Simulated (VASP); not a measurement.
# Ti4Al12H (a cell with a defect) in VASP: a series of runs

Runs on Ti4Al12H (a cell with a defect). Level: PBE. Tasks: single point.

Everything below comes from runs of VASP 6.6.1. Logs are shortened: lines on timing, memory, paths and dates and some standing lists are left out, and cuts for length are marked.

## Step 1: The cell of the first run

The cell holds a defect, 17 atoms: a = 6.893 Å, b = 6.893 Å, c = 6.893 Å, α = 109.47°, β = 109.47°, γ = 109.47°.

## Step 2: Single point, PBE

Input file INCAR:

```
SYSTEM = Ti4Al12H
PREC     = Accurate       ! precision mode
ENCUT    = 520            ! plane-wave cutoff, eV
EDIFF    = 1E-6           ! SCF threshold, eV
ISMEAR   = 0              ! smearing method
SIGMA    = 0.1            ! smearing width, eV
LREAL    = Auto         
LASPH    = .True.         ! aspherical terms in the spheres
NELM     = 60             ! most SCF steps
ALGO     = Normal         ! electronic algorithm
ISIF     = 2              ! what is computed and relaxed
LWAVE    = .False.        ! write WAVECAR
LCHARG   = .False.        ! write CHGCAR
GGA      = PE             ! functional
NBANDS   = 56             ! bands
```

Input file KPOINTS:

```
Automatic mesh
0
Gamma
  4 4 4
  0.5 0.5 0.5
```

Input file POSCAR:

```
Ti4Al12H
1.0
   -3.9797267063      3.9797267063      3.9797267063
    3.9797267063     -3.9797267063      3.9797267063
    3.9797267063      3.9797267063     -3.9797267063
Ti Al H
4 12 1
Direct
    0.4999854630      0.4999891065     -0.0000172122
    0.0000011307     -0.0000138200     -0.0000172122
    0.0000554058      0.5000561965      0.5000523018
    0.4999848349     -0.0000144482      0.5000332050
    0.2499978198      0.2499970660      0.4999936294
    0.7499989874      0.7499996156      0.4999935038
    0.7503323018      0.2503273650      0.0000409576
    0.2496936532      0.7496891672      0.0000365603
    0.2500120168      0.4999918705      0.2500105091
    0.7502817958      0.0000265094      0.2502978404
    0.7500075307      0.4999932525      0.7500089127
    0.2496832253      0.0000168353      0.7496949465
    0.5000305666      0.2502910560      0.2503119117
   -0.0000080408      0.7500101691      0.2500087502
   -0.0000065331      0.2500038504      0.7500052693
    0.5000216464      0.7496804982      0.7496967054
    0.5001384886      1.0001151571      1.0001994593
```

Potentials or basis: VASP PAW PBE potentials, release 64 (Ti_sv, Al, H).

Started as:

```bash
$ cat potpaw_PBE.64/Ti_sv/POTCAR potpaw_PBE.64/Al/POTCAR potpaw_PBE.64/H/POTCAR > POTCAR
$ mpirun -np 1 vasp_std > vasp.out
```

OUTCAR:

```text
SYSTEM = Ti4Al12H
   PREC = Accurate
   ENCUT = 520
   EDIFF = 1E-6
   ISMEAR = 0
   LREAL = Auto
   LASPH = .True.
   NELM = 60
   ISIF = 2
   GGA = PE

 ion  position               nearest neighbor table
   1  0.500  0.500  1.000-  12 2.81  16 2.81   5 2.81  15 2.81   8 2.81  11 2.81   9 2.81  14 2.81
                             7 2.81   6 2.81  13 2.81  10 2.81
   2  0.000  1.000  1.000-  12 2.81  16 2.81   6 2.81   8 2.81  11 2.81  15 2.81  14 2.81   9 2.81
                             7 2.81   5 2.81  13 2.81  10 2.81
   3  0.000  0.500  0.500-  12 2.81  16 2.81   8 2.81  14 2.81   9 2.81   6 2.81   5 2.81  11 2.81
                            15 2.81   7 2.81  13 2.81  10 2.81
   4  0.500  1.000  0.500-  12 2.81  16 2.81  14 2.81   9 2.81   8 2.81   5 2.81   6 2.81  11 2.81
                             7 2.81  15 2.81  13 2.81  10 2.81
   5  0.250  0.250  0.500-  12 2.81  16 2.81  13 2.81  10 2.81   9 2.81  14 2.81   1 2.81   4 2.81
                             3 2.81  11 2.81   2 2.81  15 2.81
   6  0.750  0.750  0.500-  16 2.81  12 2.81  13 2.81  10 2.81  14 2.81   9 2.81   2 2.81   3 2.81
                             4 2.81  15 2.81   1 2.81  11 2.81
   7  0.750  0.250  0.000-  17 1.99   9 2.81  14 2.81  15 2.81  11 2.81   4 2.81   1 2.81   2 2.81
                             3 2.81  10 2.82  13 2.82  16 2.82  12 2.82
   8  0.250  0.750  0.000-  17 1.99   9 2.81  14 2.81  15 2.81  11 2.81   3 2.81   2 2.81   1 2.81
                             4 2.81  10 2.82  13 2.82  16 2.82  12 2.82
   9  0.250  0.500  0.250-   8 2.81   7 2.81  16 2.81  13 2.81   5 2.81   6 2.81   4 2.81   3 2.81
                             1 2.81  15 2.81   2 2.81  14 2.81
  10  0.750  0.000  0.250-  17 1.99  15 2.81   5 2.81   6 2.81  14 2.81   3 2.81   4 2.81   2 2.81
                             1 2.81  13 2.82   7 2.82   8 2.82  16 2.82
  11  0.750  0.500  0.750-  16 2.81   8 2.81  13 2.81   7 2.81  15 2.81   2 2.81   1 2.81  14 2.81
                             3 2.81   4 2.81   5 2.81   6 2.81
  12  0.250  0.000  0.750-  17 1.99  15 2.81   5 2.81   6 2.81  14 2.81   3 2.81   4 2.81   2 2.81
                             1 2.81  13 2.82   7 2.82   8 2.82  16 2.82
  13  0.500  0.250  0.250-  17 1.99  11 2.81   6 2.81   5 2.81   9 2.81   3 2.81   4 2.81   1 2.81
                             2 2.81  10 2.82   7 2.82   8 2.82  12 2.82
  14  1.000  0.750  0.250-   8 2.81   7 2.81  12 2.81  10 2.81   6 2.81   5 2.81   4 2.81   3 2.81
                            11 2.81   2 2.81   1 2.81   9 2.81
  15  1.000  0.250  0.750-  12 2.81   8 2.81   7 2.81  10 2.81  11 2.81   1 2.81   2 2.81   6 2.81
                             9 2.81   3 2.81   4 2.81   5 2.81
  16  0.500  0.750  0.750-  17 1.99  11 2.81   6 2.81   5 2.81   9 2.81   3 2.81   4 2.81   1 2.81
                             2 2.81  10 2.82   7 2.82   8 2.82  12 2.82
  17  0.500  0.000  0.000-  10 1.99  13 1.99   7 1.99   8 1.99  16 1.99  12 1.99

  LATTYP: Found a body centered cubic cell.
 ALAT       =     7.9594534126

  Lattice vectors:

 A1 = (  -3.9797267063,   3.9797267063,   3.9797267063)
 A2 = (   3.9797267063,  -3.9797267063,   3.9797267063)
 A3 = (   3.9797267063,   3.9797267063,  -3.9797267063)

Analysis of symmetry for initial positions (statically):
=====================================================================
 Subroutine PRICEL returns:
 Original cell was already a primitive cell.

 Routine SETGRP: Setting up the symmetry group for a
 body centered cubic supercell.

 Subroutine GETGRP returns: Found  1 space group operations
 (whereof  1 operations were pure point group operations)
 out of a pool of 48 trial point group operations.

The static configuration has the point symmetry C_1 .

Analysis of symmetry for dynamics (positions and initial velocities):
=====================================================================
 Subroutine PRICEL returns:
 Original cell was already a primitive cell.

 Routine SETGRP: Setting up the symmetry group for a
 body centered cubic supercell.

 Subroutine GETGRP returns: Found  1 space group operations
 (whereof  1 operations were pure point group operations)
 out of a pool of 48 trial point group operations.

The dynamic configuration has the point symmetry C_1 .

 Subroutine INISYM returns: Found  1 space group operations
 (whereof  1 operations are pure point group operations),
 and found     1 'primitive' translations

----------------------------------------------------------------------------------------

                                     Primitive cell

  volume of cell :     252.1272

  direct lattice vectors                    reciprocal lattice vectors
    -3.979726706  3.979726706  3.979726706     0.000000000  0.125636768  0.125636768
     3.979726706 -3.979726706  3.979726706     0.125636768  0.000000000  0.125636768
     3.979726706  3.979726706 -3.979726706     0.125636768  0.125636768  0.000000000

  length of vectors
     6.893088856  6.893088856  6.893088856     0.177677221  0.177677221  0.177677221
[... 59 lines left out ...]
     0.500000000  0.500000000  0.500000000

 Subroutine IBZKPT returns following result:
 ===========================================

 Found     32 irreducible k-points:

 Following reciprocal coordinates:
            Coordinates               Weight
  0.125000  0.125000  0.125000      2.000000
  0.375000 -0.125000 -0.125000      2.000000
  0.125000  0.125000 -0.375000      2.000000
 -0.125000  0.375000 -0.125000      2.000000
  0.375000  0.125000  0.125000      2.000000
  0.125000  0.375000  0.125000      2.000000
[... 16 lines left out ...]
  0.375000  0.125000 -0.125000      2.000000
 -0.125000  0.125000  0.375000      2.000000
 [... further k-points ...]
   k-points           NKPTS =     32   k-points in BZ     NKDIM =     32   number of bands    NBANDS=     56
   number of dos      NEDOS =    301   number of ions     NIONS =     17
   total plane-waves  NPLWV = 157464
   dimension x,y,z NGX =    54 NGY =   54 NGZ =   54
   dimension x,y,z NGXF=   108 NGYF=  108 NGZF=  108
   ions per type =               4  12   1
   NGX,Y,Z   is equivalent  to a cutoff of  13.02, 13.02, 13.02 a.u.
   NGXF,Y,Z  is equivalent  to a cutoff of  26.05, 26.05, 26.05 a.u.
 SYSTEM =  Ti4Al12H
   PREC   = accura    normal or accurate (medium, high low for compatibility)
   ISTART =      0    job   : 0-new  1-cont  2-samecut
   ICHARG =      2    charge: 1-file 2-atom 10-const
   ISPIN  =      1    spin polarized calculation?
   LNONCOLLINEAR =      F non collinear calculations
   LSORBIT =      F    spin-orbit coupling
   LASPH  =      T    aspherical Exc in radial PAW
   ENCUT  =  520.0 eV  38.22 Ry    6.18 a.u.  12.82 12.82 12.82*2*pi/ulx,y,z
   NELM   =     60;   NELMIN=  2; NELMDL= -5     # of ELM steps
   EDIFF  = 0.1E-05   stopping-criterion for ELM
   LREAL  =      T    real-space projection
   EDIFFG = 0.1E-04   stopping-criterion for IOM
   NSW    =      0    number of steps for IOM
   IBRION =     -1    ionic relax: 0-MD 1-quasi-New 2-CG
   NFREE  =      0    steps in history (QN), initial steepest desc. (CG)
   ISIF   =      2    stress and relaxation
   ISYM   =      2    0-nonsym 1-usesym 2-fastsym
   POTIM  = 0.5000    time-step for ionic-motion
   TEBEG  =    0.0;   TEEND  =   0.0 temperature during run
   PSTRESS=    0.0 pullay stress
   NELECT =      85.0000    total number of electrons
   NUPDOWN=      -1.0000    fix difference up-down
   EMIN   =  10.00;   EMAX   =-10.00  energy-range for DOS
   EFERMI =   0.00;   METHOD = LEGACY
   ISMEAR =     0;   SIGMA  =   0.10  broadening in eV -4-tet -1-fermi 0-gaus
   EFERMI_NEDOS =   21; number of points for ismear=-14 and -15
   IALGO  =     38    algorithm
   IMIX   =      4    mixing-type and parameters
     AMIX     =   0.40;   BMIX     =  1.00
     AMIX_MAG =   1.60;   BMIX_MAG =  1.00
  volume/ion in A,a.u.               =      14.83       100.08
  Fermi-wavevector in a.u.,A,eV,Ry     =   1.139396  2.153146 17.663389  1.298222
  Thomas-Fermi vector in A             =   2.276099
   LORBIT       =      0    0 simple, 1 ext, 2 COOP (PROOUT), +10 PAW based schemes
   GGA     = PE    functional components
   LHFCALC =     F    Hartree Fock is set to
   AEXX    =    0.0000 exact exchange contribution
   IVDW    =     0    specifies the selected vdW correction
   LEPSILON=     F    determine dielectric tensor
   LRPA    =     F    only Hartree local field effects (RPA)
 non-spin polarized calculation
 Gauss-broadening in eV      SIGMA  =   0.10
  energy-cutoff  :      520.00
  volume of cell :      252.13
 maximum number of plane-waves:      6798
 NGX is ok and might be reduce to    54
   NGX = 25   NGY = 25   NGZ = 25

 number of electron      84.9999992 magnetization

 Free energy of the ion-electron system (eV)
  ---------------------------------------------------
  ext. energy  EPLUGINS =         0.00000000
  ---------------------------------------------------
  free energy    TOTEN  =       -84.84929727 eV

  energy without entropy =      -84.80495966  energy(sigma->0) =      -84.82712847

 E-fermi :   8.9621     XC(G=0): -10.8033

 val. band max:        8.9288008132   @ k =   0.3750  -0.1250  -0.1250
 cond. band min:       8.9889798175   @ k =   0.1250  -0.3750   0.3750
 fundamental gap:      0.0601790043
 Fermi energy:         8.9621097302

 k-point     1 :       0.1250    0.1250    0.1250
  band No.  band energies     occupation
      1     -48.0000      2.00000
      2     -47.9991      2.00000
      3     -47.9990      2.00000
      4     -47.9988      2.00000
      5     -24.3219      2.00000
      6     -24.3217      2.00000
[... 1357 lines left out ...]
     53      10.8830      0.00000
     54      10.9644      0.00000

 [... further k-points ...]

 [bands above 54 left out]

------------------------ aborting loop because EDIFF is reached ----------------------------------------

  FORCE on cell =-STRESS in cart. coord.  units (eV):
  Direction    XX          YY          ZZ          XY          YZ          ZX
  --------------------------------------------------------------------------------------
  -------------------------------------------------------------------------------------
  Total        1.4762329      1.4761876      1.4769438      0.0004696     -0.0000318      0.0000075
  in kB        9.3809263      9.3806381      9.3854437      0.0029844     -0.0002022      0.0000479
  external PRESSURE =       9.3823361 kB  Pullay stress =       0.0000000 kB

 VOLUME and BASIS-vectors are now :
 -----------------------------------------------------------------------------
  energy-cutoff  :      520.00
  volume of cell :      252.13
      direct lattice vectors                 reciprocal lattice vectors
    -3.979726706  3.979726706  3.979726706     0.000000000  0.125636768  0.125636768
     3.979726706 -3.979726706  3.979726706     0.125636768  0.000000000  0.125636768
     3.979726706  3.979726706 -3.979726706     0.125636768  0.125636768  0.000000000

 POSITION                                       TOTAL-FORCE (eV/Angst)
 -----------------------------------------------------------------------------------
      3.97967      3.97964     -0.00003         0.001064      0.001488      0.000414
      7.95933     -0.00001      0.00002         0.001771      0.000777     -0.000074
      3.97994      0.00021      0.00024        -0.001528     -0.001312     -0.002187
      3.97986      0.00013      3.97948        -0.000777     -0.000570      0.002506
      1.98983      1.98984      0.00001         0.000139      0.000324     -0.000113
      1.98984      1.98983      3.97975         0.000086     -0.000009     -0.000143
[... 9 lines left out ...]
      3.97716      1.99001      1.98988        -0.002348     -0.000538     -0.000178
     -1.98916      1.99075      1.99008        -0.001618     -0.002012     -0.000581
 -----------------------------------------------------------------------------------
    total drift:                               -0.001184     -0.001824      0.000276

  FREE ENERGIE OF THE ION-ELECTRON SYSTEM (eV)
  ---------------------------------------------------
  free  energy   TOTEN  =       -84.8492972689 eV

  energy  without entropy=      -84.8049596642  energy(sigma->0) =      -84.82712847
```

Wall time 13 min (1 thread of AMD EPYC 9R45 (Zen 5), shared host); peak memory 0.52 GiB.

What came out:

```
Free energy   : -84.8493 eV
Pressure      : 0.9 GPa
Largest force : 0.006 eV/Å
```

Forces on the atoms (eV/Å):
```
Ti   0.001  0.001  0.000
Ti   0.002  0.001  0.000
Ti  -0.002 -0.001 -0.002
Ti  -0.001 -0.001  0.003
Al   0.000  0.000  0.000
Al   0.000  0.000  0.000
Al  -0.001 -0.001  0.004
Al  -0.001  0.000 -0.003
Al   0.000  0.000  0.000
Al   0.000  0.006 -0.001
Al   0.000  0.000  0.000
Al   0.000 -0.002  0.000
Al   0.005  0.000  0.000
Al   0.000  0.000  0.000
Al   0.000  0.000  0.000
Al  -0.002 -0.001  0.000
H   -0.002 -0.002 -0.001
```

## Step 3: Single point, PBE

Input file INCAR:

```
SYSTEM = Ti4Al12H
ALGO     = Normal         ! electronic algorithm
EDIFF    = 1E-6           ! SCF threshold, eV
ENCUT    = 520            ! plane-wave cutoff, eV
GGA      = PE             ! functional
ISIF     = 2              ! what is computed and relaxed
ISMEAR   = 0              ! smearing method
LASPH    = .TRUE.         ! aspherical terms in the spheres
LCHARG   = .FALSE.        ! write CHGCAR
LREAL    = Auto         
LWAVE    = .FALSE.        ! write WAVECAR
NBANDS   = 56             ! bands
NELM     = 80             ! most SCF steps
PREC     = Accurate       ! precision mode
SIGMA    = 0.1            ! smearing width, eV
```

KPOINTS is that of step 2.

Input file POSCAR:

```
Ti4Al12H
1.0
   -3.9797267063      3.9797267063      3.9797267063
    3.9797267063     -3.9797267063      3.9797267063
    3.9797267063      3.9797267063     -3.9797267063
Ti Al H
4 12 1
Direct
    0.4997703947      0.5005750525      0.0000697583
   -0.0002139085      0.0005906633      0.0000885028
   -0.0002805394      0.5005743936      0.5000727486
    0.4997709114      0.0006449535      0.5000726637
    0.2494248899      0.2502832758      0.5000780239
    0.7500590597      0.7509218968      0.5000783905
    0.7497719323      0.2505874557      0.0000742136
    0.2497731367      0.7505884892      0.0000727487
    0.2494863564      0.5006201621      0.2498129445
    0.7497509561      0.0005815394      0.2500553440
    0.7500926090      0.5006112283      0.7504146381
    0.2497559997      0.0005831391      0.7500631695
    0.4997559851      0.2502728331      0.2497398999
   -0.0002336764      0.7505970677      0.2500876872
   -0.0002308332      0.2506015795      0.7500935863
    0.4997516886      0.7508713705      0.7503288240
    0.4997068592      0.5007281785      0.5000968943
```

Potentials or basis: VASP PAW PBE potentials, release 64 (Ti_sv, Al, H).

Started as:

```bash
$ cat potpaw_PBE.64/Ti_sv/POTCAR potpaw_PBE.64/Al/POTCAR potpaw_PBE.64/H/POTCAR > POTCAR
$ mpirun -np 1 vasp_std > vasp.out
```

Run time: 23 min. Hardware: 1 thread of Oxide Virtual Turin-like, shared host; peak memory 0.52 GiB.

It converged, with:

```yaml
Free_energy: -84.8494 eV
Pressure: 0.9 GPa
Largest_force: 0.025 eV/Å
```

Forces on the atoms (eV/Å):
```
Ti   0.014 -0.011  0.003
Ti   0.014 -0.012  0.003
Ti   0.014 -0.013  0.003
Ti   0.018 -0.016  0.006
Al  -0.005  0.004 -0.001
Al  -0.006  0.005 -0.001
Al  -0.004  0.003 -0.002
Al  -0.004  0.003 -0.002
Al  -0.006  0.003 -0.001
Al  -0.004  0.004 -0.001
Al  -0.003  0.004  0.000
Al  -0.004  0.004 -0.001
Al  -0.003  0.003 -0.001
Al  -0.005  0.003 -0.001
Al  -0.005  0.003 -0.001
Al  -0.003  0.006 -0.002
H   -0.008  0.006 -0.002
```

Levels at points of the mesh, in eV from the Fermi level:
```csv
k point,band 38,band 39,band 40,band 41,band 42,band 43,band 44,band 45,band 46,band 47
"(0.12, 0.12, 0.12)",-1.40,-1.17,-1.16,-1.16,-0.03,-0.03,0.09,0.09,0.41,0.70
```

(Continued in part 2 of 2.)
